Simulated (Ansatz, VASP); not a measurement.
# One calculation of Sn2H5, two programs

```
CELL_PARAMETERS angstrom
15.00000 0.00000 0.00000
0.00000 13.60000 0.00000
0.00000 0.00000 13.90000
ATOMIC_POSITIONS crystal
Sn 0.44454 0.50000 0.38031
Sn 0.55546 0.62233 0.50000
Sn 0.66637 0.50000 0.61969
Sn 0.33363 0.37767 0.50000
H 0.51075 0.42698 0.30887
H 0.37834 0.57302 0.30887
H 0.48925 0.69535 0.57144
H 0.62166 0.69535 0.42856
H 0.60016 0.42698 0.69113
H 0.73257 0.42698 0.54825
H 0.73257 0.57302 0.69113
H 0.39984 0.30465 0.57144
H 0.26743 0.45069 0.57144
H 0.26743 0.30465 0.42856
```

Alike in both runs: task relaxation of the atoms; functional PBE; k mesh 1 × 1 × 1; occupations gaussian, width 0.05 eV; no spin polarisation.

|  | VASP | Ansatz |
| --- | --- | --- |
| version | VASP 6.6.1 | Ansatz 0.2.0 |
| potentials or method | VASP PAW PBE potentials, release 64 (Sn_d, H), cutoff 520 eV | scalar-relativistic, plane waves, PAW |
| valence electrons in the cell | 66 | 66 |

```tsv
	VASP	Ansatz	Ansatz less VASP
gap on the k mesh at the Fermi level, each at its own relaxed structure (eV)	4.25	4.27	+0.027
```

Ansatz's warnings: xc potential rough in thin density.
